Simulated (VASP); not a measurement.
# GaAs (F-43m) in VASP: single point with PBE

Aim: the single point of GaAs with PBE.

Everything below comes from runs of VASP 6.6.1. Logs are shortened: lines on timing, memory, paths and dates and some standing lists are left out, and cuts for length are marked.

**1. The cell of the first run**

The structure is cubic, space group F-43m (No. 216). The conventional cell has a = 5.746 Å, b = 5.746 Å, c = 5.746 Å, α = 90.00°, β = 90.00°, γ = 90.00°. Within 3.3 Å of Ga (site symmetry -43m) lie 4 As at 2.49 Å. As (site symmetry -43m) has 4 Ga at 2.49 Å within 3.3 Å.

**2. Single point, PBE**

INCAR reads:

```
SYSTEM = GaAs
PREC = Accurate
ENCUT = 520
EDIFF = 1E-6
ISMEAR = 0
SIGMA = 0.05
LREAL = Auto
LASPH = .TRUE.
NELM = 100
ALGO = Normal
ISIF = 2
LWAVE = .FALSE.
LCHARG = .FALSE.
GGA = PE
NBANDS = 166
```

KPOINTS reads:

```
regular mesh
0
G
  3 3 3
  0 0 0
```

POSCAR reads:

```
GaAs
1.0
   -5.7459815546     -5.7459815546      5.7459815546
    5.7459815546      5.7459815546      5.7459815546
   -5.7459815546      5.7459815546     -5.7459815546
Ga As
16 16
Direct
    0.2500000000      0.5000000000      0.2500000000
    0.5000000000      0.5000000000      0.0000000000
    0.2500000000      0.7500000000      0.0000000000
    0.7500000000      0.5000000000      0.7500000000
    0.5000000000      0.7500000000      0.7500000000
    0.2500000000      0.0000000000      0.7500000000
    0.0000000000      0.5000000000      0.5000000000
    0.7500000000      0.7500000000      0.5000000000
    0.5000000000      0.0000000000      0.5000000000
    0.2500000000      0.2500000000      0.5000000000
    0.0000000000      0.7500000000      0.2500000000
    0.7500000000      0.0000000000      0.2500000000
    0.5000000000      0.2500000000      0.2500000000
    0.0000000000      0.0000000000      0.0000000000
    0.7500000000      0.2500000000      0.0000000000
    0.0000000000      0.2500000000      0.7500000000
    0.0000000000      0.2500000000      0.0000000000
    0.2500000000      0.2500000000      0.7500000000
    0.0000000000      0.5000000000      0.7500000000
    0.5000000000      0.2500000000      0.5000000000
    0.2500000000      0.5000000000      0.5000000000
    0.0000000000      0.7500000000      0.5000000000
    0.7500000000      0.2500000000      0.2500000000
    0.5000000000      0.5000000000      0.2500000000
    0.2500000000      0.7500000000      0.2500000000
    0.0000000000      0.0000000000      0.2500000000
    0.7500000000      0.5000000000      0.0000000000
    0.5000000000      0.7500000000      0.0000000000
    0.2500000000      0.0000000000      0.0000000000
    0.7500000000      0.7500000000      0.7500000000
    0.5000000000      0.0000000000      0.7500000000
    0.7500000000      0.0000000000      0.5000000000
```

Potentials or basis: VASP PAW PBE potentials, release 64 (Ga_d, As).

Command:

```sh
$ cat potpaw_PBE.64/Ga_d/POTCAR potpaw_PBE.64/As/POTCAR > POTCAR
$ mpirun -np 1 vasp_std > vasp.out
```

OUTCAR:

```text
SYSTEM = GaAs
   PREC = Accurate
   ENCUT = 520
   EDIFF = 1E-6
   ISMEAR = 0
   LREAL = Auto
   LASPH = .TRUE.
   NELM = 100
   ISIF = 2
   GGA = PE

 ion  position               nearest neighbor table
   1  0.250  0.500  0.250-  17 2.49  21 2.49  24 2.49  25 2.49
   2  0.500  0.500  0.000-  18 2.49  24 2.49  27 2.49  28 2.49
   3  0.250  0.750  0.000-  19 2.49  25 2.49  28 2.49  29 2.49
   4  0.750  0.500  0.750-  19 2.49  20 2.49  27 2.49  30 2.49
   5  0.500  0.750  0.750-  21 2.49  28 2.49  30 2.49  31 2.49
   6  0.250  0.000  0.750-  18 2.49  22 2.49  29 2.49  31 2.49
[... 24 lines left out ...]
  31  0.500  0.000  0.750-   5 2.49   6 2.49   9 2.49  15 2.49
  32  0.750  0.000  0.500-   8 2.49   9 2.49  12 2.49  16 2.49

  LATTYP: Found a body centered cubic cell.
 ALAT       =    11.4919631092

  Lattice vectors:

 A1 = (  -5.7459815546,  -5.7459815546,   5.7459815546)
 A2 = (   5.7459815546,   5.7459815546,   5.7459815546)
 A3 = (  -5.7459815546,   5.7459815546,  -5.7459815546)

Analysis of symmetry for initial positions (statically):
=====================================================================
 Subroutine PRICEL returns following result:

  LATTYP: Found a face centered cubic cell.
 ALAT       =     5.7459815546

  Lattice vectors:

 A1 = (   2.8729907773,   2.8729907773,   0.0000000000)
 A2 = (   2.8729907773,   0.0000000000,  -2.8729907773)
 A3 = (   0.0000000000,   2.8729907773,  -2.8729907773)

  16 primitive cells build up your supercell.

 Routine SETGRP: Setting up the symmetry group for a
 body centered cubic supercell.

 Subroutine GETGRP returns: Found 24 space group operations
 (whereof 24 operations were pure point group operations)
 out of a pool of 48 trial point group operations.

The static configuration has the point symmetry T_d .

Analysis of symmetry for dynamics (positions and initial velocities):
=====================================================================
 Subroutine PRICEL returns following result:

  LATTYP: Found a face centered cubic cell.
 ALAT       =     5.7459815546

  Lattice vectors:

 A1 = (   2.8729907773,   2.8729907773,   0.0000000000)
 A2 = (   2.8729907773,   0.0000000000,  -2.8729907773)
 A3 = (   0.0000000000,   2.8729907773,  -2.8729907773)

  16 primitive cells build up your supercell.

 Routine SETGRP: Setting up the symmetry group for a
 body centered cubic supercell.

 Subroutine GETGRP returns: Found 24 space group operations
 (whereof 24 operations were pure point group operations)
 out of a pool of 48 trial point group operations.

The dynamic configuration has the point symmetry T_d .

 Subroutine INISYM returns: Found 24 space group operations
 (whereof 24 operations are pure point group operations),
 and found    16 'primitive' translations

----------------------------------------------------------------------------------------

                                     Primitive cell

  volume of cell :      47.4278

  direct lattice vectors                    reciprocal lattice vectors
     2.872990777  2.872990777  0.000000000     0.174034669  0.174034669  0.174034669
     2.872990777  0.000000000 -2.872990777     0.174034669 -0.174034669 -0.174034669
     0.000000000  2.872990777 -2.872990777    -0.174034669  0.174034669 -0.174034669

  length of vectors
     4.063022522  4.063022522  4.063022522     0.301436890  0.301436890  0.301436890

  position of ions in fractional coordinates (direct lattice)
     0.000000000  0.000000000  0.000000000
     0.750000000  0.750000000  0.750000000

  ion indices of the primitive-cell ions
   primitive index   ion index
                 1           1
                 2          24

----------------------------------------------------------------------------------------

 KPOINTS: regular mesh

Automatic generation of k-mesh.
 Grid dimensions read from file:
 generate k-points for:    3    3    3

 Generating k-lattice:

  Cartesian coordinates                     Fractional coordinates (reciprocal lattice)
    -0.029005778  0.000000000  0.029005778     0.333333333  0.000000000  0.000000000
     0.000000000  0.029005778  0.029005778     0.000000000  0.333333333  0.000000000
    -0.029005778  0.029005778  0.000000000     0.000000000  0.000000000  0.333333333

  Length of vectors
     0.041020365  0.041020365  0.041020365

  Shift w.r.t. Gamma in fractional coordinates (k-lattice)
     0.000000000  0.000000000  0.000000000

 Subroutine IBZKPT returns following result:
 ===========================================

 Found      4 irreducible k-points:

 Following reciprocal coordinates:
            Coordinates               Weight
  0.000000  0.000000  0.000000      1.000000
  0.333333  0.000000  0.000000     12.000000
  0.333333  0.333333  0.000000      8.000000
 -0.333333  0.333333  0.333333      6.000000
   k-points           NKPTS =      4   k-points in BZ     NKDIM =      4   number of bands    NBANDS=    166
   number of dos      NEDOS =    301   number of ions     NIONS =     32
   total plane-waves  NPLWV = 512000
   dimension x,y,z NGX =    80 NGY =   80 NGZ =   80
   dimension x,y,z NGXF=   160 NGYF=  160 NGZF=  160
   ions per type =              16  16
   NGX,Y,Z   is equivalent  to a cutoff of  13.36, 13.36, 13.36 a.u.
   NGXF,Y,Z  is equivalent  to a cutoff of  26.73, 26.73, 26.73 a.u.
 SYSTEM =  GaAs
   PREC   = accura    normal or accurate (medium, high low for compatibility)
   ISTART =      0    job   : 0-new  1-cont  2-samecut
   ICHARG =      2    charge: 1-file 2-atom 10-const
   ISPIN  =      1    spin polarized calculation?
   LNONCOLLINEAR =      F non collinear calculations
   LSORBIT =      F    spin-orbit coupling
   LASPH  =      T    aspherical Exc in radial PAW
   ENCUT  =  520.0 eV  38.22 Ry    6.18 a.u.  18.50 18.50 18.50*2*pi/ulx,y,z
   NELM   =    100;   NELMIN=  2; NELMDL= -5     # of ELM steps
   EDIFF  = 0.1E-05   stopping-criterion for ELM
   LREAL  =      T    real-space projection
   EDIFFG = 0.1E-04   stopping-criterion for IOM
   NSW    =      0    number of steps for IOM
   IBRION =     -1    ionic relax: 0-MD 1-quasi-New 2-CG
   NFREE  =      0    steps in history (QN), initial steepest desc. (CG)
   ISIF   =      2    stress and relaxation
   ISYM   =      2    0-nonsym 1-usesym 2-fastsym
   POTIM  = 0.5000    time-step for ionic-motion
   TEBEG  =    0.0;   TEEND  =   0.0 temperature during run
   PSTRESS=    0.0 pullay stress
   NELECT =     288.0000    total number of electrons
   NUPDOWN=      -1.0000    fix difference up-down
   EMIN   =  10.00;   EMAX   =-10.00  energy-range for DOS
   EFERMI =   0.00;   METHOD = LEGACY
   ISMEAR =     0;   SIGMA  =   0.05  broadening in eV -4-tet -1-fermi 0-gaus
   EFERMI_NEDOS =   21; number of points for ismear=-14 and -15
   IALGO  =     38    algorithm
   IMIX   =      4    mixing-type and parameters
     AMIX     =   0.40;   BMIX     =  1.00
     AMIX_MAG =   1.60;   BMIX_MAG =  1.00
  volume/ion in A,a.u.               =      23.71       160.03
  Fermi-wavevector in a.u.,A,eV,Ry     =   1.185281  2.239857 19.114713  1.404892
  Thomas-Fermi vector in A             =   2.321478
   LORBIT       =      0    0 simple, 1 ext, 2 COOP (PROOUT), +10 PAW based schemes
   GGA     = PE    functional components
   LHFCALC =     F    Hartree Fock is set to
   AEXX    =    0.0000 exact exchange contribution
   IVDW    =     0    specifies the selected vdW correction
   LEPSILON=     F    determine dielectric tensor
   LRPA    =     F    only Hartree local field effects (RPA)
 non-spin polarized calculation
 Gauss-broadening in eV      SIGMA  =   0.05
  energy-cutoff  :      520.00
  volume of cell :      758.84
 maximum number of plane-waves:     20476
 NGX is ok and might be reduce to    80
   NGX = 37   NGY = 37   NGZ = 37

 number of electron     288.0000189 magnetization

 Free energy of the ion-electron system (eV)
  ---------------------------------------------------
  ext. energy  EPLUGINS =         0.00000000
  ---------------------------------------------------
  free energy    TOTEN  =      -132.40299574 eV

  energy without entropy =     -132.40272586  energy(sigma->0) =     -132.40286080

 E-fermi :   3.5744     XC(G=0):  -9.3714

 val. band max:        3.4867005235   @ k =   0.0000   0.0000   0.0000
 cond. band min:       3.6472162632   @ k =   0.0000   0.0000   0.0000
 fundamental gap:      0.1605157397
 Fermi energy:         3.5743844804

 k-point     1 :       0.0000    0.0000    0.0000
  band No.  band energies     occupation
      1     -11.3332      2.00000
      2     -11.3332      2.00000
      3     -11.3332      2.00000
      4     -11.3026      2.00000
      5     -11.3026      2.00000
      6     -11.3026      2.00000
[... 148 lines left out ...]
    155       6.1007      0.00000
    156       6.1007      0.00000

 k-point     2 :       0.3333    0.0000    0.0000
  band No.  band energies     occupation
      1     -11.3282      2.00000
      2     -11.3259      2.00000
      3     -11.3259      2.00000
      4     -11.3172      2.00000
      5     -11.3110      2.00000
      6     -11.3110      2.00000
[... 148 lines left out ...]
    155       5.9416      0.00000
    156       5.9416      0.00000

 k-point     3 :       0.3333    0.3333    0.0000
  band No.  band energies     occupation
      1     -11.3194      2.00000
      2     -11.3194      2.00000
      3     -11.3194      2.00000
      4     -11.3194      2.00000
      5     -11.3194      2.00000
      6     -11.3194      2.00000
[... 148 lines left out ...]
    155       6.0059      0.00000
    156       6.0059      0.00000

 k-point     4 :      -0.3333    0.3333    0.3333
  band No.  band energies     occupation
      1     -11.3249      2.00000
      2     -11.3249      2.00000
      3     -11.3192      2.00000
      4     -11.3192      2.00000
      5     -11.3192      2.00000
      6     -11.3192      2.00000
[... 148 lines left out ...]
    155       6.1076      0.00000
    156       6.4584      0.00000
 [bands above 156 left out]

------------------------ aborting loop because EDIFF is reached ----------------------------------------

  FORCE on cell =-STRESS in cart. coord.  units (eV):
  Direction    XX          YY          ZZ          XY          YZ          ZX
  --------------------------------------------------------------------------------------
  -------------------------------------------------------------------------------------
  Total        0.9919412      0.9919412      0.9919412      0.0000000      0.0000000      0.0000000
  in kB        2.0943238      2.0943238      2.0943238      0.0000000      0.0000000      0.0000000
  external PRESSURE =       2.0943238 kB  Pullay stress =       0.0000000 kB

 VOLUME and BASIS-vectors are now :
 -----------------------------------------------------------------------------
  energy-cutoff  :      520.00
  volume of cell :      758.84
      direct lattice vectors                 reciprocal lattice vectors
    -5.745981555 -5.745981555  5.745981555    -0.087017335  0.000000000  0.087017335
     5.745981555  5.745981555  5.745981555     0.000000000  0.087017335  0.087017335
    -5.745981555  5.745981555 -5.745981555    -0.087017335  0.087017335  0.000000000

 POSITION                                       TOTAL-FORCE (eV/Angst)
 -----------------------------------------------------------------------------------
      0.00000      2.87299      2.87299        -0.000000      0.000000      0.000000
      0.00000      0.00000      5.74598         0.000000     -0.000000      0.000000
      2.87299      2.87299      5.74598         0.000000      0.000000     -0.000000
     -5.74598      2.87299      2.87299         0.000000     -0.000000      0.000000
     -2.87299      5.74598      2.87299        -0.000000     -0.000000     -0.000000
     -5.74598      2.87299     -2.87299        -0.000000      0.000000     -0.000000
[... 24 lines left out ...]
     -7.18248      1.43650     -1.43650        -0.000000     -0.000000      0.000000
     -7.18248     -1.43650      1.43650        -0.000000      0.000000     -0.000000
 -----------------------------------------------------------------------------------
    total drift:                               -0.000001      0.000001      0.000003

  FREE ENERGIE OF THE ION-ELECTRON SYSTEM (eV)
  ---------------------------------------------------
  free  energy   TOTEN  =      -132.4029957415 eV

  energy  without entropy=     -132.4027258591  energy(sigma->0) =     -132.40286080
```

Run time: 25 min. Hardware: 1 thread of Oxide Virtual Turin-like, shared host; peak memory 1.1 GiB.

What came out:

```
Free energy            : -132.4030 eV
Pressure               : 0.2 GPa
Band gap on the k mesh : 0.16 eV
```

Caveat: semilocal functionals underestimate gaps, and a narrow one can read as zero.
